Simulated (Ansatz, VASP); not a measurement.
**Ir in VASP and in Ansatz**

INCAR

```
  PREC = Accurate
  ENCUT = 500
  EDIFF = 1E-6
  ISMEAR = 0
  SIGMA = 0.15
  LREAL = F
  LASPH = T
  NELM = 120
  ALGO = Normal
  ISIF = 2
  LWAVE = F
  LCHARG = F
  GGA = CA
  NBANDS = 14
  GGA_COMPAT = F
```

The input KPOINTS:

```
regular mesh
0
Gamma
  22 22 22
```

POSCAR

```
Ir
1.0
    0.0000000000      1.9386808618      1.9386808618
    1.9386808618      0.0000000000      1.9386808618
    1.9386808618      1.9386808618      0.0000000000
Ir
1
Direct
    0.0000000000      0.0000000000      0.0000000000
```

Input for Ansatz:

```yaml
crystal:
  lattice:
    - [0.0, 1.9386808618, 1.9386808618]
    - [1.9386808618, 0.0, 1.9386808618]
    - [1.9386808618, 1.9386808618, 0.0]
  atoms:
    - { symbol: Ir, position: [0.0, 0.0, 0.0] }
basis:
  ecutwfc: 420
kpoints:
  mp_grid: { grid: [22, 22, 22] }
hamiltonian:
  xc: lda
  pseudopotentials: { kind: paw, azcp: { folder: soft_1 } }
scf:
  occupations: { method: gaussian, width: 0.15 }
output:
  forces: true
  stress: true
  eigenvalues: true
  write_density: true
  write_potential: true
  elf: true
  volumetric_format: npy
```

Alike in both runs: task single point; functional LDA; k mesh 22 × 22 × 22; occupations gaussian, width 0.15 eV; no spin polarisation.

```csv
,VASP,Ansatz
version,VASP 6.6.1,Ansatz 0.2.0
potentials or method,"VASP PAW LDA potentials, release 64 (Ir_sv_GW), cutoff 500 eV","scalar-relativistic, plane waves, PAW"
valence electrons in the cell,17,17
```

|  | VASP | Ansatz | Ansatz less VASP |
| --- | --- | --- | --- |
| gap on the k mesh at the Fermi level (eV) | none | none | - |
| pressure (GPa) | -20.1 | -18.3 | +1.77 |

Ansatz warns that its potentials were made for another functional, while VASP's fit it. LDA's correlation is that of Perdew and Zunger in VASP and of Perdew and Wang (1992) in Ansatz. A gap of «none» marks a metal or a gap that the smearing closes.

Spin-orbit coupling is off throughout.
